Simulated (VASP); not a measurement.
# Bi3S (Fm-3m) in VASP: a series of runs

Runs on Bi3S. Level: PBE. Tasks: single point, relaxation of cell and atoms.

Program: VASP 6.6.1. These are calculated values, not measurements. Logs are shortened: lines on timing, memory, paths and dates and some standing lists are left out, and cuts for length are marked.

**1. The cell of the first run**

Symmetry: Fm-3m, No. 225, cubic system. The conventional cell has a = 7.605 Å, b = 7.605 Å, c = 7.605 Å, α = 90.00°, β = 90.00°, γ = 90.00°. Within 4.3 Å of Bi (site symmetry m-3m) lie 8 Bi at 3.29 Å and 6 S at 3.80 Å. Bi (site symmetry -43m) has 10 Bi at 3.29 to 3.80 Å and 4 S at 3.29 Å within 4.3 Å. Within 4.3 Å of S (site symmetry m-3m) lie 14 Bi at 3.29 to 3.80 Å.

The cell was built from a structure type or drawn by symmetry, and may not be a known phase.

**2. Single point, PBE**

File INCAR:

```
  PREC = Accurate
  ENCUT = 520
  EDIFF = 1E-6
  ISMEAR = 0
  SIGMA = 0.1
  LREAL = False
  LASPH = True
  NELM = 60
  ALGO = Normal
  ISIF = 2
  LWAVE = False
  LCHARG = False
  GGA = PE
  NBANDS = 34
```

File KPOINTS:

```
regular mesh
0
Gamma
  10 10 10
```

File POSCAR:

```
Bi3S
1.0
    0.0000000000      3.8025579283      3.8025579283
    3.8025579283      0.0000000000      3.8025579283
    3.8025579283      3.8025579283      0.0000000000
Bi S
3 1
Direct
    0.0000000000      0.0000000000      0.0000000000
    0.2500000000      0.2500000000      0.2500000000
    0.7500000000      0.7500000000      0.7500000000
    0.5000000000      0.5000000000      0.5000000000
```

Potentials or basis: VASP PAW PBE potentials, release 64 (Bi_d, S).

On the command line:

```sh
> cat potpaw_PBE.64/Bi_d/POTCAR potpaw_PBE.64/S/POTCAR > POTCAR
> mpirun -np 1 vasp_std > vasp.out
```

OUTCAR:

```text
PREC = Accurate
   ENCUT = 520
   EDIFF = 1E-6
   ISMEAR = 0
   LREAL = False
   LASPH = True
   NELM = 60
   ISIF = 2
   GGA = PE

 ion  position               nearest neighbor table
   1  0.000  0.000  0.000-   3 3.29   3 3.29   3 3.29   2 3.29   2 3.29   2 3.29   3 3.29   2 3.29

   2  0.250  0.250  0.250-   1 3.29   1 3.29   1 3.29   4 3.29   4 3.29   4 3.29   4 3.29   1 3.29
                             3 3.80   3 3.80   3 3.80   3 3.80   3 3.80   3 3.80
   3  0.750  0.750  0.750-   4 3.29   4 3.29   4 3.29   1 3.29   1 3.29   1 3.29   4 3.29   1 3.29
                             2 3.80   2 3.80   2 3.80   2 3.80   2 3.80   2 3.80
   4  0.500  0.500  0.500-   2 3.29   2 3.29   2 3.29   3 3.29   3 3.29   3 3.29   3 3.29   2 3.29

  LATTYP: Found a face centered cubic cell.
 ALAT       =     7.6051158566

  Lattice vectors:

 A1 = (   0.0000000000,   3.8025579283,   3.8025579283)
 A2 = (   3.8025579283,   0.0000000000,   3.8025579283)
 A3 = (   3.8025579283,   3.8025579283,   0.0000000000)

Analysis of symmetry for initial positions (statically):
=====================================================================
 Subroutine PRICEL returns:
 Original cell was already a primitive cell.

 Routine SETGRP: Setting up the symmetry group for a
 face centered cubic supercell.

 Subroutine GETGRP returns: Found 48 space group operations
 (whereof 48 operations were pure point group operations)
 out of a pool of 48 trial point group operations.

The static configuration has the point symmetry O_h .

Analysis of symmetry for dynamics (positions and initial velocities):
=====================================================================
 Subroutine PRICEL returns:
 Original cell was already a primitive cell.

 Routine SETGRP: Setting up the symmetry group for a
 face centered cubic supercell.

 Subroutine GETGRP returns: Found 48 space group operations
 (whereof 48 operations were pure point group operations)
 out of a pool of 48 trial point group operations.

The dynamic configuration has the point symmetry O_h .

 Subroutine INISYM returns: Found 48 space group operations
 (whereof 48 operations are pure point group operations),
 and found     1 'primitive' translations

----------------------------------------------------------------------------------------

                                     Primitive cell

  volume of cell :     109.9658

  direct lattice vectors                    reciprocal lattice vectors
     0.000000000  3.802557928  3.802557928    -0.131490436  0.131490436  0.131490436
     3.802557928  0.000000000  3.802557928     0.131490436 -0.131490436  0.131490436
     3.802557928  3.802557928  0.000000000     0.131490436  0.131490436 -0.131490436

  length of vectors
     5.377628994  5.377628994  5.377628994     0.227748116  0.227748116  0.227748116

  position of ions in fractional coordinates (direct lattice)
     0.000000000  0.000000000  0.000000000
     0.250000000  0.250000000  0.250000000
     0.750000000  0.750000000  0.750000000
     0.500000000  0.500000000  0.500000000

  ion indices of the primitive-cell ions
   primitive index   ion index
                 1           1
                 2           2
                 3           3
                 4           4

----------------------------------------------------------------------------------------

 KPOINTS: regular mesh

Automatic generation of k-mesh.
 Grid dimensions read from file:
 generate k-points for:   10   10   10

 Generating k-lattice:

  Cartesian coordinates                     Fractional coordinates (reciprocal lattice)
    -0.013149044  0.013149044  0.013149044     0.100000000  0.000000000  0.000000000
     0.013149044 -0.013149044  0.013149044     0.000000000  0.100000000  0.000000000
     0.013149044  0.013149044 -0.013149044     0.000000000  0.000000000  0.100000000

  Length of vectors
     0.022774812  0.022774812  0.022774812

  Shift w.r.t. Gamma in fractional coordinates (k-lattice)
     0.000000000  0.000000000  0.000000000

 Subroutine IBZKPT returns following result:
 ===========================================

 Found     47 irreducible k-points:

 Following reciprocal coordinates:
            Coordinates               Weight
  0.000000  0.000000  0.000000      1.000000
  0.100000  0.000000  0.000000      8.000000
  0.200000  0.000000  0.000000      8.000000
  0.300000  0.000000  0.000000      8.000000
  0.400000  0.000000  0.000000      8.000000
  0.500000  0.000000  0.000000      4.000000
[... 16 lines left out ...]
  0.300000  0.300000  0.000000      6.000000
  0.400000  0.300000  0.000000     24.000000
 [... further k-points ...]
   k-points           NKPTS =     47   k-points in BZ     NKDIM =     47   number of bands    NBANDS=     34
   number of dos      NEDOS =    301   number of ions     NIONS =      4
   total plane-waves  NPLWV =  64000
   dimension x,y,z NGX =    40 NGY =   40 NGZ =   40
   dimension x,y,z NGXF=    80 NGYF=   80 NGZF=   80
   ions per type =               3   1
   NGX,Y,Z   is equivalent  to a cutoff of  12.37, 12.37, 12.37 a.u.
   NGXF,Y,Z  is equivalent  to a cutoff of  24.73, 24.73, 24.73 a.u.
 SYSTEM =  unknown system
   PREC   = accura    normal or accurate (medium, high low for compatibility)
   ISTART =      0    job   : 0-new  1-cont  2-samecut
   ICHARG =      2    charge: 1-file 2-atom 10-const
   ISPIN  =      1    spin polarized calculation?
   LNONCOLLINEAR =      F non collinear calculations
   LSORBIT =      F    spin-orbit coupling
   LASPH  =      T    aspherical Exc in radial PAW
   ENCUT  =  520.0 eV  38.22 Ry    6.18 a.u.  10.00 10.00 10.00*2*pi/ulx,y,z
   NELM   =     60;   NELMIN=  2; NELMDL= -5     # of ELM steps
   EDIFF  = 0.1E-05   stopping-criterion for ELM
   LREAL  =      F    real-space projection
   EDIFFG = 0.1E-04   stopping-criterion for IOM
   NSW    =      0    number of steps for IOM
   IBRION =     -1    ionic relax: 0-MD 1-quasi-New 2-CG
   NFREE  =      0    steps in history (QN), initial steepest desc. (CG)
   ISIF   =      2    stress and relaxation
   ISYM   =      2    0-nonsym 1-usesym 2-fastsym
   POTIM  = 0.5000    time-step for ionic-motion
   TEBEG  =    0.0;   TEEND  =   0.0 temperature during run
   PSTRESS=    0.0 pullay stress
   NELECT =      51.0000    total number of electrons
   NUPDOWN=      -1.0000    fix difference up-down
   EMIN   =  10.00;   EMAX   =-10.00  energy-range for DOS
   EFERMI =   0.00;   METHOD = LEGACY
   ISMEAR =     0;   SIGMA  =   0.10  broadening in eV -4-tet -1-fermi 0-gaus
   EFERMI_NEDOS =   21; number of points for ismear=-14 and -15
   IALGO  =     38    algorithm
   IMIX   =      4    mixing-type and parameters
     AMIX     =   0.40;   BMIX     =  1.00
     AMIX_MAG =   1.60;   BMIX_MAG =  1.00
  volume/ion in A,a.u.               =      27.49       185.52
  Fermi-wavevector in a.u.,A,eV,Ry     =   1.267202  2.394664 21.848235  1.605800
  Thomas-Fermi vector in A             =   2.400362
   LORBIT       =      0    0 simple, 1 ext, 2 COOP (PROOUT), +10 PAW based schemes
   GGA     = PE    functional components
   LHFCALC =     F    Hartree Fock is set to
   AEXX    =    0.0000 exact exchange contribution
   IVDW    =     0    specifies the selected vdW correction
   LEPSILON=     F    determine dielectric tensor
   LRPA    =     F    only Hartree local field effects (RPA)
 non-spin polarized calculation
 Gauss-broadening in eV      SIGMA  =   0.10
  energy-cutoff  :      520.00
  volume of cell :      109.97
 maximum number of plane-waves:      2986
   NGX = 19   NGY = 19   NGZ = 19

 number of electron      50.9999978 magnetization

 Free energy of the ion-electron system (eV)
  ---------------------------------------------------
  ext. energy  EPLUGINS =         0.00000000
  ---------------------------------------------------
  free energy    TOTEN  =       -15.18448222 eV

  energy without entropy =      -15.16928981  energy(sigma->0) =      -15.17688601

 E-fermi :   7.6808     XC(G=0): -10.3625

 val. band max:        7.6786550330   @ k =   0.5000   0.4000   0.1000
 cond. band min:       7.6956430682   @ k =   0.5000   0.4000   0.0000
 fundamental gap:      0.0169880352
 Fermi energy:         7.6808492697

 k-point     1 :       0.0000    0.0000    0.0000
  band No.  band energies     occupation
      1     -15.6584      2.00000
      2     -15.6584      2.00000
      3     -15.6192      2.00000
      4     -15.6192      2.00000
      5     -15.6192      2.00000
      6     -15.6018      2.00000
[... 26 lines left out ...]
     33      12.1139      0.00000
     34      17.4037      0.00000

 k-point     2 :       0.1000    0.0000    0.0000
  band No.  band energies     occupation
      1     -15.6555      2.00000
      2     -15.6555      2.00000
      3     -15.6233      2.00000
      4     -15.6199      2.00000
      5     -15.6199      2.00000
      6     -15.6016      2.00000
[... 26 lines left out ...]
     33      12.1897      0.00000
     34      17.7922      0.00000

 k-point     3 :       0.2000    0.0000    0.0000
  band No.  band energies     occupation
      1     -15.6473      2.00000
      2     -15.6473      2.00000
      3     -15.6275      2.00000
      4     -15.6218      2.00000
      5     -15.6218      2.00000
      6     -15.6012      2.00000
[... 26 lines left out ...]
     33      12.7452      0.00000
     34      17.6273      0.00000

 k-point     4 :       0.3000    0.0000    0.0000
  band No.  band energies     occupation
      1     -15.6349      2.00000
      2     -15.6349      2.00000
      3     -15.6269      2.00000
      4     -15.6242      2.00000
      5     -15.6242      2.00000
      6     -15.6007      2.00000
[... 26 lines left out ...]
     33      13.6971      0.00000
     34      16.9307      0.00000

 k-point     5 :       0.4000    0.0000    0.0000
  band No.  band energies     occupation
      1     -15.6265      2.00000
      2     -15.6265      2.00000
      3     -15.6213      2.00000
      4     -15.6195      2.00000
      5     -15.6195      2.00000
      6     -15.6004      2.00000
[... 621 lines left out ...]
 k-point    22 :      -0.2000    0.2000    0.0000
  band No.  band energies     occupation
      1     -15.6426      2.00000
      2     -15.6330      2.00000
      3     -15.6221      2.00000
      4     -15.6202      2.00000
      5     -15.6134      2.00000
      6     -15.6133      2.00000
[... 26 lines left out ...]
     33      14.6914      0.00000
     34      15.9248      0.00000

 k-point    23 :       0.3000    0.3000    0.0000
  band No.  band energies     occupation
      1     -15.6506      2.00000
      2     -15.6305      2.00000
      3     -15.6305      2.00000
      4     -15.6273      2.00000
      5     -15.6127      2.00000
      6     -15.6010      2.00000
[... 26 lines left out ...]
     33      15.6923      0.00000
     34      15.8226      0.00000

 k-point    24 :       0.4000    0.3000    0.0000
  band No.  band energies     occupation
      1     -15.6469      2.00000
      2     -15.6313      2.00000
      3     -15.6302      2.00000
      4     -15.6252      2.00000
      5     -15.6104      2.00000
      6     -15.6024      2.00000
[... 26 lines left out ...]
     33      15.2457      0.00000
     34      15.4497      0.00000

 [... further k-points ...]

------------------------ aborting loop because EDIFF is reached ----------------------------------------

  FORCE on cell =-STRESS in cart. coord.  units (eV):
  Direction    XX          YY          ZZ          XY          YZ          ZX
  --------------------------------------------------------------------------------------
  -------------------------------------------------------------------------------------
  Total       -0.0421839     -0.0421839     -0.0421839      0.0000000      0.0000000     -0.0000000
  in kB       -0.6146106     -0.6146106     -0.6146106      0.0000000      0.0000000     -0.0000000
  external PRESSURE =      -0.6146106 kB  Pullay stress =       0.0000000 kB

 VOLUME and BASIS-vectors are now :
 -----------------------------------------------------------------------------
  energy-cutoff  :      520.00
  volume of cell :      109.97
      direct lattice vectors                 reciprocal lattice vectors
     0.000000000  3.802557928  3.802557928    -0.131490436  0.131490436  0.131490436
     3.802557928  0.000000000  3.802557928     0.131490436 -0.131490436  0.131490436
     3.802557928  3.802557928  0.000000000     0.131490436  0.131490436 -0.131490436

 POSITION                                       TOTAL-FORCE (eV/Angst)
 -----------------------------------------------------------------------------------
      0.00000      0.00000      0.00000        -0.000000     -0.000000     -0.000000
      1.90128      1.90128      1.90128         0.000000      0.000000      0.000000
      5.70384      5.70384      5.70384        -0.000000     -0.000000     -0.000000
      3.80256      3.80256      3.80256        -0.000000     -0.000000     -0.000000
 -----------------------------------------------------------------------------------
    total drift:                               -0.000000     -0.000000      0.000000

  FREE ENERGIE OF THE ION-ELECTRON SYSTEM (eV)
  ---------------------------------------------------
  free  energy   TOTEN  =       -15.1844822173 eV

  energy  without entropy=      -15.1692898103  energy(sigma->0) =      -15.17688601
```

It took 71 s on 1 thread of Intel Xeon 6975P-C (Granite Rapids), shared host; peak memory 0.31 GiB.

What came out:

```
Free energy            : -15.1845 eV
Pressure               : -0.1 GPa
Band gap on the k mesh : zero (an odd number of electrons rules out a gap without spin polarisation)
```

Caveat: spin-orbit coupling is left out, which moves the levels of the heavy elements.

(Continued in part 2 of 2.)
